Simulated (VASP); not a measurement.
Set up this calculation in VASP 6.6.1, as the native input.

| Item | Value |
| --- | --- |
| Task | single point |
| Functional | PBEsol |
| Potentials or basis | VASP PAW PBE potentials, release 64 (Hf_pv, O) |
| Cutoff | 520 eV |
| k mesh | 4 × 4 × 6 |
| Occupations | gaussian, width 0.01 eV |
| Spin | no spin polarisation |
| Dipole correction | no |
| Further INCAR settings | ALGO = Normal; EDIFF = 1e-07; NBANDS = 31 |

The structure of HfO2 lies in POSCAR:

```
HfO2
1.0
    4.9079369091      0.0000000000      0.0000000000
    0.0000000000      4.9079369091      0.0000000000
    0.0000000000      0.0000000000      3.2682873332
Hf O
2 4
Direct
    0.0000000000      0.0000000000      0.0000000000
    0.5000000000      0.5000000000      0.5000000000
    0.1949600000      0.8050400000      0.5000000000
    0.3050400000      0.3050400000      0.0000000000
    0.6949600000      0.6949600000      0.0000000000
    0.8050400000      0.1949600000      0.5000000000
```

These files were run (other wordings do the same):

INCAR

```
PREC = Accurate
ENCUT = 520
EDIFF = 1E-7
ISMEAR = 0
SIGMA = 0.01
LREAL = False
LASPH = True
NELM = 100
ALGO = Normal
ISIF = 2
LWAVE = False
LCHARG = False
GGA = PS
NBANDS = 31
```

KPOINTS

```
Automatic mesh
0
Gamma
  4 4 6
```

Potentials or basis: VASP PAW PBE potentials, release 64 (Hf_pv, O).

The run is started by

```console
$ cat potpaw_PBE.64/Hf_pv/POTCAR potpaw_PBE.64/O/POTCAR > POTCAR
$ mpirun -np 1 vasp_std > vasp.out
```

Results of the run:

- Pressure: -12.9 GPa
- Largest force: 0.206 eV/Å
- Band gap on the k mesh: 3.65 eV, direct

Caveat: the PAW data sets were made with another functional, which shifts forces and pressure a little; spin-orbit coupling is left out, which moves the levels of the heavy elements.

Wall time 30 s on 1 thread of AMD EPYC 9R45 96-Core Processor (Zen 5) (shared host), peak memory 0.18 GiB.
